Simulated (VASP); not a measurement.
Here is a VASP 6.6.1 calculation.

Contents of POSCAR:

```
Ge
1.0
    4.0555834319      0.0000000000      0.0000000000
   -2.0277917160      3.5122382792      0.0000000000
    0.0000000000      0.0000000000      6.8007922874
Ge
4
Direct
    0.6666666667      0.3333333333      0.0629814339
    0.3333333333      0.6666666667      0.5629814339
    0.6666666667      0.3333333333      0.4370185661
    0.3333333333      0.6666666667      0.9370185661
```

INCAR.step1

```
PREC = Accurate
ENCUT = 520
ISMEAR = 0
SIGMA = 0.03
LREAL = False
LASPH = True
NELM = 80
NBANDS = 36
GGA = PE
ALGO = Normal
EDIFF = 1E-4
LWAVE = True
LCHARG = False
```

INCAR.step2

```
PREC = Accurate
ENCUT = 520
EDIFF = 1E-7
ISMEAR = 0
SIGMA = 0.03
LREAL = False
LASPH = True
NELM = 80
ALGO = Normal
ISIF = 2
LWAVE = False
LCHARG = False
METAGGA = R2SCAN
LMIXTAU = True
NBANDS = 36
ISTART = 1
```

KPOINTS

```
Automatic mesh
0
Gamma
  12 12 6
```

Potentials or basis: VASP PAW PBE potentials, release 64 (Ge_d).

Launch:

```bash
$ cat potpaw_PBE.64/Ge_d/POTCAR > POTCAR
$ cp INCAR.step1 INCAR
$ mpirun -np 1 vasp_std > vasp.out
$ cp INCAR.step2 INCAR
$ mpirun -np 1 vasp_std > vasp.out
```

Q: What does it give for the band gap on the k mesh?

A: Zero (filled and empty bands touch).

Q: Predict the largest force.

A: 0.081 eV/Å.

Q: Predict the pressure.

A: -3.6 GPa.

Forces on the atoms (eV/Å):
```
Ge   0.000  0.000  0.081
Ge   0.000  0.000  0.081
Ge   0.000  0.000 -0.081
Ge   0.000  0.000 -0.081
```

Caveat: the cell differs from its parent crystal (strain +0.015 along x and y, +0.030 along z); the cell stands under tension; semilocal functionals underestimate gaps, so a narrow gap can read as zero; the PAW data sets were made with another functional, which shifts forces and pressure a little.
